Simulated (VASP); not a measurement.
Set up this calculation in VASP 6.6.1, as the native input.

```yaml
Task: single point
Functional: LDA
Potentials_or_basis: VASP PAW LDA potentials, release 64 (Ge_d)
Cutoff: 500 eV
k_mesh: 12 × 12 × 12
Occupations: fermi-dirac, width 0.15 eV
Spin: no spin polarisation
Dipole_correction: no
Further_INCAR_settings: ALGO = Normal; EDIFF = 1e-06; NBANDS = 21
```

The structure of Ge lies in POSCAR:

```
Ge
1.0
    0.0000000000      2.8116701408      2.8116701408
    2.8116701408      0.0000000000      2.8116701408
    2.8116701408      2.8116701408      0.0000000000
Ge
2
Direct
    0.5000000000      0.5000000000      0.5000000000
    0.7500000000      0.7500000000      0.7500000000
```

The input as run:

INCAR

```
SYSTEM = Ge
  PREC = Accurate
  ENCUT = 500
  EDIFF = 1E-6
  ISMEAR = -1
  SIGMA = 0.15
  LREAL = .FALSE.
  LASPH = .TRUE.
  NELM = 120
  ALGO = Normal
  ISIF = 2
  LWAVE = .FALSE.
  LCHARG = .FALSE.
  GGA = CA
  NBANDS = 21
  GGA_COMPAT = .FALSE.
```

KPOINTS

```
regular mesh
0
G
  12 12 12
  0 0 0
```

Potentials or basis: VASP PAW LDA potentials, release 64 (Ge_d).

Launch:

```console
$ cat potpaw_LDA.64/Ge_d/POTCAR > POTCAR
$ mpirun -np 1 vasp_std > vasp.out
```

It gave:

* Pressure: 0.2 GPa

Wall time 84 s on 1 thread of Intel Xeon 8259CL, on a shared host, peak memory 0.18 GiB.
